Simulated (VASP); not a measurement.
# SrCl2 (Fm-3m) in VASP: further runs, part 2 of 2

VASP 6.6.1.

**3. Single point, PBE-based screened hybrid**

The input, POSCAR:

```
SrCl2
1.0
    0.0000000000      3.4883500000      3.4883500000
    3.4883500000      0.0000000000      3.4883500000
    3.4883500000      3.4883500000      0.0000000000
Sr Cl
1 2
Direct
    0.0000000000      0.0000000000      0.0000000000
    0.7500000000      0.7500000000      0.7500000000
    0.2500000000      0.2500000000      0.2500000000
```

The input, INCAR.step1:

```
SYSTEM = SrCl2
PREC = Accurate ; ENCUT = 520
EDIFF = 1E-5 ; ISMEAR = -1
SIGMA = 0.05 ; LREAL = .False.
LASPH = .True. ; NELM = 100
ALGO = Normal ; ISIF = 2
LWAVE = .True. ; LCHARG = .False.
GGA = PE ; NBANDS = 19
```

The input, INCAR.step2:

```
SYSTEM = SrCl2
PREC = Accurate ; ENCUT = 520
EDIFF = 1E-6 ; ISMEAR = -1
SIGMA = 0.05 ; LREAL = .False.
LASPH = .True. ; NELM = 100
ALGO = Normal ; ISIF = 2
LWAVE = .False. ; LCHARG = .False.
GGA = PE ; LHFCALC = .True.
AEXX = 0.1 ; HFSCREEN = 0.2078699
PRECFOCK = Normal ; ISTART = 1
NBANDS = 19
```

The input, KPOINTS:

```
regular mesh
0
Gamma
  4 4 4
  0 0 0
```

Potentials or basis: VASP PAW PBE potentials, release 64 (Sr_sv, Cl).

Launch:

```
$ cat potpaw_PBE.64/Sr_sv/POTCAR potpaw_PBE.64/Cl/POTCAR > POTCAR
$ cp INCAR.step1 INCAR
$ mpirun -np 1 vasp_std > vasp.out
$ cp INCAR.step2 INCAR
$ mpirun -np 1 vasp_std > vasp.out
```

OUTCAR:

```text
SYSTEM = SrCl2
   PREC = Accurate
   ENCUT = 520
   EDIFF = 1E-6
   ISMEAR = -1
   LREAL = .False.
   LASPH = .True.
   NELM = 100
   ISIF = 2
   GGA = PE
   LHFCALC = .True.
   AEXX = 0.1
   HFSCREEN = 0.2078699
   PRECFOCK = Normal
   ISTART = 1

 ion  position               nearest neighbor table
   1  0.000  0.000  0.000-   2 3.02   2 3.02   2 3.02   2 3.02   3 3.02   3 3.02   3 3.02   3 3.02

   2  0.750  0.750  0.750-   1 3.02   1 3.02   1 3.02   1 3.02
   3  0.250  0.250  0.250-   1 3.02   1 3.02   1 3.02   1 3.02

  LATTYP: Found a face centered cubic cell.
 ALAT       =     6.9767000000

  Lattice vectors:

 A1 = (   0.0000000000,   3.4883500000,   3.4883500000)
 A2 = (   3.4883500000,   0.0000000000,   3.4883500000)
 A3 = (   3.4883500000,   3.4883500000,   0.0000000000)

Analysis of symmetry for initial positions (statically):
=====================================================================
 Subroutine PRICEL returns:
 Original cell was already a primitive cell.

 Routine SETGRP: Setting up the symmetry group for a
 face centered cubic supercell.

 Subroutine GETGRP returns: Found 48 space group operations
 (whereof 48 operations were pure point group operations)
 out of a pool of 48 trial point group operations.

The static configuration has the point symmetry O_h .

Analysis of symmetry for dynamics (positions and initial velocities):
=====================================================================
 Subroutine PRICEL returns:
 Original cell was already a primitive cell.

 Routine SETGRP: Setting up the symmetry group for a
 face centered cubic supercell.

 Subroutine GETGRP returns: Found 48 space group operations
 (whereof 48 operations were pure point group operations)
 out of a pool of 48 trial point group operations.

The dynamic configuration has the point symmetry O_h .

 Subroutine INISYM returns: Found 48 space group operations
 (whereof 48 operations are pure point group operations),
 and found     1 'primitive' translations

----------------------------------------------------------------------------------------

                                     Primitive cell

  volume of cell :      84.8966

  direct lattice vectors                    reciprocal lattice vectors
     0.000000000  3.488350000  3.488350000    -0.143334241  0.143334241  0.143334241
     3.488350000  0.000000000  3.488350000     0.143334241 -0.143334241  0.143334241
     3.488350000  3.488350000  0.000000000     0.143334241  0.143334241 -0.143334241

  length of vectors
     4.933271880  4.933271880  4.933271880     0.248262188  0.248262188  0.248262188

  position of ions in fractional coordinates (direct lattice)
     0.000000000  0.000000000  0.000000000
     0.750000000  0.750000000  0.750000000
     0.250000000  0.250000000  0.250000000

  ion indices of the primitive-cell ions
   primitive index   ion index
                 1           1
                 2           2
                 3           3

----------------------------------------------------------------------------------------

 KPOINTS: regular mesh
[... 27 lines left out ...]
  0.500000  0.000000  0.000000      4.000000
  0.250000  0.250000  0.000000      6.000000
  0.500000  0.250000  0.000000     24.000000
 -0.250000  0.250000  0.000000     12.000000
  0.500000  0.500000  0.000000      3.000000
 -0.250000  0.500000  0.250000      6.000000
   k-points           NKPTS =      8   k-points in BZ     NKDIM =     64   number of bands    NBANDS=     19
   number of dos      NEDOS =    301   number of ions     NIONS =      3
   total plane-waves  NPLWV =  64000
   dimension x,y,z NGX =    40 NGY =   40 NGZ =   40
   dimension x,y,z NGXF=    80 NGYF=   80 NGZF=   80
   ions per type =               1   2
   NGX,Y,Z   is equivalent  to a cutoff of  13.48, 13.48, 13.48 a.u.
   NGXF,Y,Z  is equivalent  to a cutoff of  26.96, 26.96, 26.96 a.u.
 SYSTEM =  SrCl2
   PREC   = accura    normal or accurate (medium, high low for compatibility)
   ISTART =      1    job   : 0-new  1-cont  2-samecut
   ICHARG =      0    charge: 1-file 2-atom 10-const
   ISPIN  =      1    spin polarized calculation?
   LNONCOLLINEAR =      F non collinear calculations
   LSORBIT =      F    spin-orbit coupling
   LASPH  =      T    aspherical Exc in radial PAW
   ENCUT  =  520.0 eV  38.22 Ry    6.18 a.u.   9.17  9.17  9.17*2*pi/ulx,y,z
   NELM   =    100;   NELMIN=  2; NELMDL=  0     # of ELM steps
   EDIFF  = 0.1E-05   stopping-criterion for ELM
   LREAL  =      F    real-space projection
   EDIFFG = 0.1E-04   stopping-criterion for IOM
   NSW    =      0    number of steps for IOM
   IBRION =     -1    ionic relax: 0-MD 1-quasi-New 2-CG
   NFREE  =      0    steps in history (QN), initial steepest desc. (CG)
   ISIF   =      2    stress and relaxation
   ISYM   =      3    0-nonsym 1-usesym 2-fastsym
   POTIM  = 0.5000    time-step for ionic-motion
   TEBEG  =    0.0;   TEEND  =   0.0 temperature during run
   PSTRESS=    0.0 pullay stress
   NELECT =      24.0000    total number of electrons
   NUPDOWN=      -1.0000    fix difference up-down
   EMIN   =  10.00;   EMAX   =-10.00  energy-range for DOS
   EFERMI =   0.00;   METHOD = LEGACY
   ISMEAR =    -1;   SIGMA  =   0.05  broadening in eV -4-tet -1-fermi 0-gaus
   EFERMI_NEDOS =   21; number of points for ismear=-14 and -15
   IALGO  =     38    algorithm
   IMIX   =      1    mixing-type and parameters
     AMIX     =   0.40;   BMIX     =  1.00
     AMIX_MAG =   1.60;   BMIX_MAG =  1.00
  volume/ion in A,a.u.               =      28.30       190.97
  Fermi-wavevector in a.u.,A,eV,Ry     =   1.074439  2.030396 15.706833  1.154420
  Thomas-Fermi vector in A             =   2.210267
   LORBIT       =      0    0 simple, 1 ext, 2 COOP (PROOUT), +10 PAW based schemes
   GGA     = PE    functional components
   LHFCALC =     T    Hartree Fock is set to
   PRECFOCK=normal    Normal, Fast or Accurate (Low or Medium for compatibility)
   ENCUT4O =  -1.0   cutoff for four orbital integrals eV
   NKREDX  =     1    reduce k-point grid by
   NKREDY  =     1    reduce k-point grid by
   NKREDZ  =     1    reduce k-point grid by
   AEXX    =    0.1000 exact exchange contribution
   HFSCREEN=    0.2079 screening length (either q_TF or 0.3 A-1)
   HFSCREENC=   0.2079 screening length for correlation (either q_TF or 0.3 A-1)
   ENCUTFOCK=  -1.0 apply spherical cutoff to Coloumb kernel
   IVDW    =     0    specifies the selected vdW correction
   LEPSILON=     F    determine dielectric tensor
   LRPA    =     F    only Hartree local field effects (RPA)
 non-spin polarized calculation
  energy-cutoff  :      520.00
  volume of cell :       84.90
 maximum number of plane-waves:      2302
 NGX is ok and might be reduce to    40
  NGX = 28; NGY = 28; NGZ = 28

 number of electron      24.0000003 magnetization

 Free energy of the ion-electron system (eV)
  ---------------------------------------------------
  ext. energy  EPLUGINS =         0.00000000
  ---------------------------------------------------
  free energy    TOTEN  =       -13.58426698 eV

  energy without entropy =      -13.58426698  energy(sigma->0) =      -13.58426698

 E-fermi :   0.9062     XC(G=0):  -7.7315

 val. band max:       -0.2124197105   @ k =   0.5000   0.5000   0.0000
 cond. band min:       5.6313789652   @ k =   0.0000   0.0000   0.0000
 fundamental gap:      5.8437986756
 Fermi energy:         0.9062286829

 k-point     1 :       0.0000    0.0000    0.0000
  band No.  band energies     occupation
      1     -33.9333      2.00000
      2     -15.4154      2.00000
      3     -15.4154      2.00000
      4     -15.4154      2.00000
      5     -14.0201      2.00000
      6     -13.1399      2.00000
[... 153 lines left out ...]
      6     -13.3127      2.00000
[... 11 lines left out ...]
     18       9.9035      0.00000
     19      11.0201      0.00000

------------------------ aborting loop because EDIFF is reached ----------------------------------------

  FORCE on cell =-STRESS in cart. coord.  units (eV):
  Direction    XX          YY          ZZ          XY          YZ          ZX
  --------------------------------------------------------------------------------------
  -------------------------------------------------------------------------------------
  Total        0.4572908      0.4572908      0.4572908      0.0000000     -0.0000000      0.0000000
  in kB        8.6300414      8.6300414      8.6300414      0.0000000     -0.0000000      0.0000000
  external PRESSURE =       8.6300414 kB  Pullay stress =       0.0000000 kB

 VOLUME and BASIS-vectors are now :
 -----------------------------------------------------------------------------
  energy-cutoff  :      520.00
  volume of cell :       84.90
      direct lattice vectors                 reciprocal lattice vectors
     0.000000000  3.488350000  3.488350000    -0.143334241  0.143334241  0.143334241
     3.488350000  0.000000000  3.488350000     0.143334241 -0.143334241  0.143334241
     3.488350000  3.488350000  0.000000000     0.143334241  0.143334241 -0.143334241

 POSITION                                       TOTAL-FORCE (eV/Angst)
 -----------------------------------------------------------------------------------
      0.00000      0.00000      0.00000        -0.000000      0.000000     -0.000000
      5.23252      5.23252      5.23252        -0.000000     -0.000000     -0.000000
      1.74418      1.74418      1.74418         0.000000      0.000000      0.000000
 -----------------------------------------------------------------------------------
    total drift:                                0.000001      0.000001      0.000001

  FREE ENERGIE OF THE ION-ELECTRON SYSTEM (eV)
  ---------------------------------------------------
  free  energy   TOTEN  =       -13.5842669794 eV

  energy  without entropy=      -13.5842669794  energy(sigma->0) =      -13.58426698
```

It took 9 min on 1 thread of AMD EPYC 9R14 (Zen 4), shared host; peak memory 0.32 GiB.

What came out:

* Free energy: -13.5843 eV
* Pressure: 0.9 GPa
* Band gap on the k mesh: 5.84 eV, indirect (least direct gap 6.03 eV)

Caveat: the PAW data sets were made with another functional, which shifts forces and pressure a little. A k mesh can miss the band edges.
